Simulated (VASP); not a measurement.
# Mo (Fd-3m) in VASP: notebook, part 2 of 2

VASP 6.6.1. Earlier steps stand in the parts before.

## Step 3: Single point, r2SCAN

This run uses another cell than the first one, of 20.86 Å³/atom, 1.060 times its volume.

The input, POSCAR:

```
Mo
1.0
    0.0000000000      2.7525813765      2.7525813765
    2.7525813765      0.0000000000      2.7525813765
    2.7525813765      2.7525813765      0.0000000000
Mo
2
Direct
    0.0000000000      0.0000000000      0.0000000000
    0.2500000000      0.2500000000      0.2500000000
```

The input, INCAR.step1:

```
SYSTEM = Mo
PREC = Accurate ; ENCUT = 520
ISMEAR = -1 ; SIGMA = 0.1
LREAL = .False. ; LASPH = .True.
NELM = 60 ; NBANDS = 21
GGA = PE ; ALGO = Normal
EDIFF = 1E-4 ; LWAVE = .True.
LCHARG = .False.
```

The input, INCAR.step2:

```
SYSTEM = Mo
PREC = Accurate ; ENCUT = 520
EDIFF = 1E-6 ; ISMEAR = -1
SIGMA = 0.1 ; LREAL = .False.
LASPH = .True. ; NELM = 60
ALGO = Normal ; ISIF = 2
LWAVE = .False. ; LCHARG = .True.
METAGGA = R2SCAN ; LMIXTAU = .True.
LELF = .True. ; LVHAR = .True.
NBANDS = 21 ; ISTART = 1
```

The input, KPOINTS:

```
regular mesh
0
Gamma
  6 6 6
  0 0 0
```

Potentials or basis: VASP PAW PBE potentials, release 64 (Mo_sv).

Run with:

```sh
$ cat potpaw_PBE.64/Mo_sv/POTCAR > POTCAR
$ cp INCAR.step1 INCAR
$ mpirun -np 1 vasp_std > vasp.out
$ cp INCAR.step2 INCAR
$ mpirun -np 1 vasp_std > vasp.out
```

OUTCAR:

```text
SYSTEM = Mo
   PREC = Accurate
   ENCUT = 520
   EDIFF = 1E-6
   ISMEAR = -1
   LREAL = .False.
   LASPH = .True.
   NELM = 60
   ISIF = 2
   METAGGA = R2SCAN
   ISTART = 1

 ion  position               nearest neighbor table
   1  0.000  0.000  0.000-   2 2.38   2 2.38   2 2.38   2 2.38
   2  0.250  0.250  0.250-   1 2.38   1 2.38   1 2.38   1 2.38

  LATTYP: Found a face centered cubic cell.
 ALAT       =     5.5051627530

  Lattice vectors:

 A1 = (   0.0000000000,   2.7525813765,   2.7525813765)
 A2 = (   2.7525813765,   0.0000000000,   2.7525813765)
 A3 = (   2.7525813765,   2.7525813765,   0.0000000000)

Analysis of symmetry for initial positions (statically):
=====================================================================
 Subroutine PRICEL returns:
 Original cell was already a primitive cell.

 Routine SETGRP: Setting up the symmetry group for a
 face centered cubic supercell.

 Subroutine GETGRP returns: Found 48 space group operations
 (whereof 24 operations were pure point group operations)
 out of a pool of 48 trial point group operations.

The static configuration has the point symmetry T_d .
 The point group associated with its full space group is O_h .

Analysis of symmetry for dynamics (positions and initial velocities):
=====================================================================
 Subroutine PRICEL returns:
 Original cell was already a primitive cell.

 Routine SETGRP: Setting up the symmetry group for a
 face centered cubic supercell.

 Subroutine GETGRP returns: Found 48 space group operations
 (whereof 24 operations were pure point group operations)
 out of a pool of 48 trial point group operations.

The dynamic configuration has the point symmetry T_d .
 The point group associated with its full space group is O_h .

 Subroutine INISYM returns: Found 48 space group operations
 (whereof 24 operations are pure point group operations),
 and found     1 'primitive' translations

----------------------------------------------------------------------------------------

                                     Primitive cell

  volume of cell :      41.7110

  direct lattice vectors                    reciprocal lattice vectors
     0.000000000  2.752581376  2.752581376    -0.181647672  0.181647672  0.181647672
     2.752581376  0.000000000  2.752581376     0.181647672 -0.181647672  0.181647672
     2.752581376  2.752581376  0.000000000     0.181647672  0.181647672 -0.181647672

  length of vectors
     3.892737914  3.892737914  3.892737914     0.314622998  0.314622998  0.314622998

  position of ions in fractional coordinates (direct lattice)
     0.000000000  0.000000000  0.000000000
     0.250000000  0.250000000  0.250000000

  ion indices of the primitive-cell ions
   primitive index   ion index
                 1           1
                 2           2

----------------------------------------------------------------------------------------

 KPOINTS: regular mesh

Automatic generation of k-mesh.
 Grid dimensions read from file:
 generate k-points for:    6    6    6

 Generating k-lattice:

  Cartesian coordinates                     Fractional coordinates (reciprocal lattice)
    -0.030274612  0.030274612  0.030274612     0.166666667  0.000000000  0.000000000
     0.030274612 -0.030274612  0.030274612     0.000000000  0.166666667  0.000000000
     0.030274612  0.030274612 -0.030274612     0.000000000  0.000000000  0.166666667

  Length of vectors
     0.052437166  0.052437166  0.052437166

  Shift w.r.t. Gamma in fractional coordinates (k-lattice)
     0.000000000  0.000000000  0.000000000

 Subroutine IBZKPT returns following result:
 ===========================================

 Found     16 irreducible k-points:

 Following reciprocal coordinates:
            Coordinates               Weight
  0.000000  0.000000  0.000000      1.000000
  0.166667  0.000000  0.000000      8.000000
  0.333333  0.000000  0.000000      8.000000
  0.500000  0.000000  0.000000      4.000000
  0.166667  0.166667  0.000000      6.000000
  0.333333  0.166667  0.000000     24.000000
[... 8 lines left out ...]
 -0.333333  0.333333  0.166667     24.000000
 -0.333333  0.500000  0.166667     12.000000
   k-points           NKPTS =     16   k-points in BZ     NKDIM =     16   number of bands    NBANDS=     21
   number of dos      NEDOS =    301   number of ions     NIONS =      2
   total plane-waves  NPLWV =  27000
   dimension x,y,z NGX =    30 NGY =   30 NGZ =   30
   dimension x,y,z NGXF=    60 NGYF=   60 NGZF=   60
   ions per type =               2
   NGX,Y,Z   is equivalent  to a cutoff of  12.81, 12.81, 12.81 a.u.
   NGXF,Y,Z  is equivalent  to a cutoff of  25.62, 25.62, 25.62 a.u.
 SYSTEM =  Mo
   PREC   = accura    normal or accurate (medium, high low for compatibility)
   ISTART =      1    job   : 0-new  1-cont  2-samecut
   ICHARG =      0    charge: 1-file 2-atom 10-const
   ISPIN  =      1    spin polarized calculation?
   LNONCOLLINEAR =      F non collinear calculations
   LSORBIT =      F    spin-orbit coupling
   LASPH  =      T    aspherical Exc in radial PAW
   ENCUT  =  520.0 eV  38.22 Ry    6.18 a.u.   7.24  7.24  7.24*2*pi/ulx,y,z
   NELM   =     60;   NELMIN=  2; NELMDL=  0     # of ELM steps
   EDIFF  = 0.1E-05   stopping-criterion for ELM
   LREAL  =      F    real-space projection
   EDIFFG = 0.1E-04   stopping-criterion for IOM
   NSW    =      0    number of steps for IOM
   IBRION =     -1    ionic relax: 0-MD 1-quasi-New 2-CG
   NFREE  =      0    steps in history (QN), initial steepest desc. (CG)
   ISIF   =      2    stress and relaxation
   ISYM   =      2    0-nonsym 1-usesym 2-fastsym
   POTIM  = 0.5000    time-step for ionic-motion
   TEBEG  =    0.0;   TEEND  =   0.0 temperature during run
   PSTRESS=    0.0 pullay stress
   NELECT =      28.0000    total number of electrons
   NUPDOWN=      -1.0000    fix difference up-down
   EMIN   =  10.00;   EMAX   =-10.00  energy-range for DOS
   EFERMI =   0.00;   METHOD = LEGACY
   ISMEAR =    -1;   SIGMA  =   0.10  broadening in eV -4-tet -1-fermi 0-gaus
   EFERMI_NEDOS =   21; number of points for ismear=-14 and -15
   IALGO  =     38    algorithm
   IMIX   =      4    mixing-type and parameters
     AMIX     =   0.40;   BMIX     =  1.00
     AMIX_MAG =   1.60;   BMIX_MAG =  1.00
  volume/ion in A,a.u.               =      20.86       140.74
  Fermi-wavevector in a.u.,A,eV,Ry     =   1.433433  2.708795 27.956294  2.054730
  Thomas-Fermi vector in A             =   2.552952
   LORBIT       =      0    0 simple, 1 ext, 2 COOP (PROOUT), +10 PAW based schemes
   METAGGA = R2SCAN    functional components
   LHFCALC =     F    Hartree Fock is set to
   AEXX    =    0.0000 exact exchange contribution
   IVDW    =     0    specifies the selected vdW correction
   LEPSILON=     F    determine dielectric tensor
   LRPA    =     F    only Hartree local field effects (RPA)
 non-spin polarized calculation
  energy-cutoff  :      520.00
  volume of cell :       41.71
 maximum number of plane-waves:      1158
 NGX is ok and might be reduce to    30
   NGX = 15   NGY = 15   NGZ = 15

 number of electron      28.0000003 magnetization

 Free energy of the ion-electron system (eV)
  ---------------------------------------------------
  ext. energy  EPLUGINS =         0.00000000
  ---------------------------------------------------
  free energy    TOTEN  =       -47.42247061 eV

  energy without entropy =      -47.35628926  energy(sigma->0) =      -47.38937993

 E-fermi :   8.0466     XC(G=0): -12.1448

 val. band max:        7.9508824662   @ k =   0.3333   0.1667   0.0000
 cond. band min:       8.0742458425   @ k =  -0.3333   0.5000   0.1667
 fundamental gap:      0.1233633763
 Fermi energy:         8.0466234444

 k-point     1 :       0.0000    0.0000    0.0000
  band No.  band energies     occupation
      1     -54.4420      2.00000
      2     -53.4051      2.00000
      3     -28.2213      2.00000
      4     -28.2213      2.00000
      5     -28.2213      2.00000
      6     -26.7082      2.00000
[... 13 lines left out ...]
     20      20.4789      0.00000
     21      21.0506      0.00000
[... 337 lines left out ...]
 k-point    16 :      -0.3333    0.5000    0.1667
  band No.  band energies     occupation
      1     -53.9361      2.00000
      2     -53.9361      2.00000
      3     -28.5900      2.00000
      4     -28.5900      2.00000
      5     -27.4558      2.00000
      6     -27.4558      2.00000
[... 13 lines left out ...]
     20      13.4587      0.00000
     21      13.6689      0.00000

------------------------ aborting loop because EDIFF is reached ----------------------------------------

  FORCE on cell =-STRESS in cart. coord.  units (eV):
  Direction    XX          YY          ZZ          XY          YZ          ZX
  --------------------------------------------------------------------------------------
  -------------------------------------------------------------------------------------
  Total        2.8969448      2.8969448      2.8969448      0.0000000     -0.0000000      0.0000000
  in kB      111.2756925    111.2756925    111.2756925      0.0000000     -0.0000000      0.0000000
  external PRESSURE =     111.2756925 kB  Pullay stress =       0.0000000 kB

 VOLUME and BASIS-vectors are now :
 -----------------------------------------------------------------------------
  energy-cutoff  :      520.00
  volume of cell :       41.71
      direct lattice vectors                 reciprocal lattice vectors
     0.000000000  2.752581376  2.752581376    -0.181647672  0.181647672  0.181647672
     2.752581376  0.000000000  2.752581376     0.181647672 -0.181647672  0.181647672
     2.752581376  2.752581376  0.000000000     0.181647672  0.181647672 -0.181647672

 POSITION                                       TOTAL-FORCE (eV/Angst)
 -----------------------------------------------------------------------------------
      0.00000      0.00000      0.00000         0.000000      0.000000      0.000000
      1.37629      1.37629      1.37629        -0.000000     -0.000000     -0.000000
 -----------------------------------------------------------------------------------
    total drift:                                0.000000     -0.000000      0.000000

  FREE ENERGIE OF THE ION-ELECTRON SYSTEM (eV)
  ---------------------------------------------------
  free  energy   TOTEN  =       -47.4224706086 eV

  energy  without entropy=      -47.3562892608  energy(sigma->0) =      -47.38937993
```

It took 46 s on 1 thread of AMD EPYC 9R45 (Zen 5), shared host; peak memory 0.14 GiB.

Results:

* Free energy: -47.4225 eV
* Pressure: 11.1 GPa
* Band gap on the k mesh: zero (band 14 reaches 8.25 eV, above the bottom of band 15 at 7.94 eV)

Caveat: the PAW data sets were made with another functional, which shifts forces and pressure a little.

## Step 4: Single point, r2SCAN

This run uses another cell than the first one, of 21.60 Å³/atom, 1.098 times its volume.

The input, POSCAR:

```
Mo
1.0
    0.0000000000      2.7849356408      2.7849356408
    2.7849356408      0.0000000000      2.7849356408
    2.7849356408      2.7849356408      0.0000000000
Mo
2
Direct
    0.0000000000      0.0000000000      0.0000000000
    0.2500000000      0.2500000000      0.2500000000
```

The input, INCAR.step1:

```
  PREC = Accurate
  ENCUT = 520
  ISMEAR = -1
  SIGMA = 0.1
  LREAL = F
  LASPH = T
  NELM = 60
  NBANDS = 21
  GGA = PE
  ALGO = Normal
  EDIFF = 1E-4
  LWAVE = T
  LCHARG = F
```

The input, INCAR.step2:

```
  PREC = Accurate
  ENCUT = 520
  EDIFF = 1E-7
  ISMEAR = -1
  SIGMA = 0.1
  LREAL = F
  LASPH = T
  NELM = 60
  ALGO = Normal
  ISIF = 2
  LWAVE = F
  LCHARG = F
  METAGGA = R2SCAN
  LMIXTAU = T
  NBANDS = 21
  ISTART = 1
```

The input, KPOINTS:

```
Automatic mesh
0
Gamma
  6 6 6
```

Run with:

```sh
$ cat potpaw_PBE.64/Mo_sv/POTCAR > POTCAR
$ cp INCAR.step1 INCAR
$ mpirun -np 1 vasp_std > vasp.out
$ cp INCAR.step2 INCAR
$ mpirun -np 1 vasp_std > vasp.out
```

Run time: 56 s. Hardware: 1 thread of AMD EPYC 9R45 (Zen 5), shared host; peak memory 0.14 GiB.

It converged, with:

| Property | Result |
| --- | --- |
| Free energy | -47.5014 eV |
| Pressure | 6.0 GPa |
| Band gap on the k mesh | zero (band 14 reaches 7.75 eV, above the bottom of band 15 at 7.51 eV) |

Levels at points of the mesh, in eV from the Fermi level:
```tsv
k point	band 11	band 12	band 13	band 14	band 15	band 16	band 17	band 18
(0.00, 0.00, 0.00)	-2.53	-1.55	-1.55	-1.55	1.47	1.47	1.47	4.97
(0.50, 0.00, 0.00)	-2.25	-2.25	-1.87	-1.87	0.47	2.59	2.59	4.08
(0.50, 0.50, 0.00)	-1.83	-1.83	0.12	0.12	0.61	0.61	4.42	4.42
```

Caveat: the PAW data sets were made with another functional, which shifts forces and pressure a little.

## Step 5: Single point, r2SCAN

This run uses another cell than the first one, of 22.50 Å³/atom, 1.144 times its volume.

The input, POSCAR:

```
Mo
1.0
    0.0000000000      2.8232731683      2.8232731683
    2.8232731683      0.0000000000      2.8232731683
    2.8232731683      2.8232731683      0.0000000000
Mo
2
Direct
    0.0000000000      0.0000000000      0.0000000000
    0.2500000000      0.2500000000      0.2500000000
```

The input, INCAR.step1:

```
ALGO = Normal
EDIFF = 1E-4
ENCUT = 520
GGA = PE
ISMEAR = -1
LASPH = True
LCHARG = False
LREAL = False
LWAVE = True
NBANDS = 21
NELM = 80
PREC = Accurate
SIGMA = 0.1
```

The input, INCAR.step2:

```
ALGO = Normal
EDIFF = 1E-6
ENCUT = 520
ISIF = 2
ISMEAR = -1
ISTART = 1
LASPH = True
LCHARG = False
LMIXTAU = True
LREAL = False
LWAVE = False
METAGGA = R2SCAN
NBANDS = 21
NELM = 80
PREC = Accurate
SIGMA = 0.1
```

The input, KPOINTS:

```
k-points
0
Gamma
  6 6 6
```

Run with:

```sh
$ cat potpaw_PBE.64/Mo_sv/POTCAR > POTCAR
$ cp INCAR.step1 INCAR
$ mpirun -np 1 vasp_std > vasp.out
$ cp INCAR.step2 INCAR
$ mpirun -np 1 vasp_std > vasp.out
```

Run time: 41 s. Hardware: 1 thread of AMD EPYC 9R45 (Zen 5), shared host; peak memory 0.14 GiB.

The run converged. Its results:

```
Free energy            : -47.5389 eV
Pressure               : 0.8 GPa
Band gap on the k mesh : zero (band 14 reaches 7.27 eV, above the bottom of band 15 at 7.02 eV)
```

Levels at points of the mesh, in eV from the Fermi level:
```tsv
k point	band 10	band 11	band 12	band 13	band 14	band 15	band 16	band 17	band 18	band 19
(0.00, 0.00, 0.00)	-2.33	-2.33	-1.46	-1.46	-1.46	1.44	1.44	1.44	4.78	4.78
(0.50, 0.00, 0.00)	-2.22	-2.06	-2.06	-1.74	-1.74	0.42	2.51	2.51	3.94	3.94
(0.50, 0.50, 0.00)	-3.18	-1.69	-1.69	0.03	0.03	0.67	0.67	4.27	4.27	5.40
```

Caveat: the PAW data sets were made with another functional, which shifts forces and pressure a little.

## Step 6: Relaxation of cell and atoms, r2SCAN

This run uses another cell than the first one, of 20.23 Å³/atom, 1.028 times its volume.

The input, POSCAR:

```
Mo
1.0
    0.0000000000      2.7250000000      2.7250000000
    2.7250000000      0.0000000000      2.7250000000
    2.7250000000      2.7250000000      0.0000000000
Mo
2
Direct
    0.0000000000      0.0000000000      0.0000000000
    0.2500000000      0.2500000000      0.2500000000
```

The input, INCAR.step1:

```
SYSTEM = Mo
  PREC = Accurate
  ENCUT = 600
  ISMEAR = -1
  SIGMA = 0.1
  LREAL = .False.
  LASPH = .True.
  NELM = 60
  GGA = PE
  ALGO = Normal
  EDIFF = 1E-4
  LWAVE = .True.
  LCHARG = .False.
```

The input, INCAR.step2:

```
SYSTEM = Mo
  PREC = Accurate
  ENCUT = 600
  EDIFF = 1E-6
  ISMEAR = -1
  SIGMA = 0.1
  LREAL = .False.
  LASPH = .True.
  NELM = 60
  ALGO = Normal
  ISIF = 3
  LWAVE = .False.
  LCHARG = .False.
  METAGGA = R2SCAN
  LMIXTAU = .True.
  IBRION = 2
  NSW = 80
  EDIFFG = -0.01
  ISTART = 1
```

The input, KPOINTS:

```
Automatic mesh
0
Gamma
  6 6 6
  0 0 0
```

Potentials or basis: VASP PAW PBE potentials, release 64 (Mo_sv).

Run with:

```sh
$ cat potpaw_PBE.64/Mo_sv/POTCAR > POTCAR
$ cp INCAR.step1 INCAR
$ mpirun -np 1 vasp_std > vasp.out
$ cp INCAR.step2 INCAR
$ mpirun -np 1 vasp_std > vasp.out
```

Wall time 5.9 min (1 thread of AMD EPYC 9R45 (Zen 5), shared host); peak memory 0.17 GiB.

The run converged. Its results:

* Free energy: -47.5349 eV
* Relaxed volume: 22.66 Å³/atom
* Relaxed cell: a = 4.002 Å, b = 4.002 Å, c = 4.002 Å, α = 60.00°, β = 60.00°, γ = 60.00°
* Space group after relaxing (to 0.05 Å): Fd-3m (No. 227)
* Energy gained by relaxing: 110.5 meV/atom
* Ionic steps: 17
* Pressure after relaxing: 0.0 GPa
* Band gap on the k mesh: zero (band 14 reaches 7.19 eV, above the bottom of band 15 at 6.94 eV)

Step by step:
| step | energy change (eV) | largest force (eV/Å) | pressure (GPa) | volume (Å³) |
| --- | --- | --- | --- | --- |
| 1 | 0.0000 | 0.0000 | 16.18 | 40.47 |
| 2 | 0.1785 | 0.0000 | -13.32 | 53.66 |
| 3 | -0.2206 | 0.0000 | -0.56 | 45.55 |
| 4 | -0.2210 | 0.0000 | -0.08 | 45.35 |
| 5 | -0.2210 | 0.0000 | 0.19 | 45.25 |
| 6 | -0.2210 | 0.0000 | 0.19 | 45.25 |
| 7 | -0.2210 | 0.0000 | 0.18 | 45.25 |
| 8 | -0.2210 | 0.0000 | 0.15 | 45.25 |
| 9 | -0.2210 | 0.0000 | 0.16 | 45.25 |
| 10 | -0.2210 | 0.0000 | 0.16 | 45.25 |
| 11 | -0.2210 | 0.0000 | 0.17 | 45.25 |
| 12 | -0.2210 | 0.0000 | 0.17 | 45.26 |
| 13 | -0.2210 | 0.0000 | 0.18 | 45.26 |
| 14 | -0.2210 | 0.0000 | 0.15 | 45.26 |
| 15 | -0.2210 | 0.0000 | 0.15 | 45.27 |
| 16 | -0.2210 | 0.0000 | 0.07 | 45.29 |
| 17 | -0.2210 | 0.0000 | -0.01 | 45.32 |

Final structure:
```cif
data_structure
_symmetry_space_group_name_H-M 'P 1'
_symmetry_Int_Tables_number 1
_cell_length_a 4.0020
_cell_length_b 4.0020
_cell_length_c 4.0020
_cell_angle_alpha 60.000
_cell_angle_beta 60.000
_cell_angle_gamma 60.000
_cell_volume 45.32
loop_
_atom_site_label
_atom_site_type_symbol
_atom_site_fract_x
_atom_site_fract_y
_atom_site_fract_z
_atom_site_occupancy
Mo1 Mo 0.00000 0.00000 0.00000 1
Mo2 Mo 0.25000 0.25000 0.25000 1
```

Levels at points of the mesh, in eV from the Fermi level:
```
           k point  band 10  band 11  band 12  band 13  band 14  band 15  band 16  band 17  band 18
(0.00, 0.00, 0.00)    -2.29    -2.29    -1.45    -1.45    -1.45     1.44     1.44     1.44     4.74
(0.50, 0.00, 0.00)    -2.22    -2.03    -2.03    -1.71    -1.71     0.42     2.49     2.49     3.92
(0.50, 0.50, 0.00)    -3.14    -1.67    -1.67     0.02     0.02     0.68     0.68     4.24     4.24
```

Caveat: the PAW data sets were made with another functional, which shifts forces and pressure a little.

## Step 7: Summary

| task | cell | cutoff (eV) | gap on the mesh (eV) | pressure (GPa) |
| --- | --- | --- | --- | --- |
| single point | a = 3.818 Å, angles 60.0°, 2 atoms | 520 | none | 21.5 |
| single point | a = 3.893 Å, angles 60.0°, 2 atoms | 520 | none | 11.1 |
| single point | a = 3.938 Å, angles 60.0°, 2 atoms | 520 | none | 6.0 |
| single point | a = 3.993 Å, angles 60.0°, 2 atoms | 520 | none | 0.8 |
| relaxation of cell and atoms | relaxed from a = 3.854 Å, angles 60.0°, 2 atoms | 600 | none | 0.0 |

Alike in all rows: level r2SCAN; potentials or basis VASP PAW PBE potentials, release 64 (Mo_sv); no spin polarisation; k mesh 6 × 6 × 6; smearing fermi-dirac 0.1 eV.

Caveats: the PAW data sets were made with another functional, which shifts forces and pressure a little.

Absolute energies hang on the potentials; compare differences alone.
